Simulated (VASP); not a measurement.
## Sb: single point with PBE

Crystal: Sb.

```xyz
1
Lattice="3.1173 0.0000 0.0000 0.0000 3.1173 0.0000 0.0000 0.0000 3.1173" Properties=species:S:1:pos:R:3 pbc="T T T"
Sb    0.0000    0.0000    0.0000
```

This cell differs from its parent crystal: volume scaled by 0.96.

```
Program             : VASP 6.6.1
Task                : single point
Functional          : PBE
Potentials or basis : VASP PAW PBE potentials, release 64 (Sb)
Cutoff              : 520 eV
k mesh              : 13 × 13 × 13
Occupations         : fermi-dirac, width 0.05 eV
Spin                : no spin polarisation
```

The pressure is -0.6 GPa.

Levels at points of the mesh, in eV from the Fermi level:
```
           k point  band 1  band 2  band 3  band 4  band 5  band 6  band 7
(0.00, 0.00, 0.00)  -12.33    3.16    3.16    3.16    6.84    6.84    8.10
```

Wall time 5.8 s on 1 thread of Intel(R) Xeon(R) Platinum 8488C (Sapphire Rapids), with other jobs on the host, peak memory 0.14 GiB.

Caveat: spin-orbit coupling is left out, which moves the levels of the heavy elements.
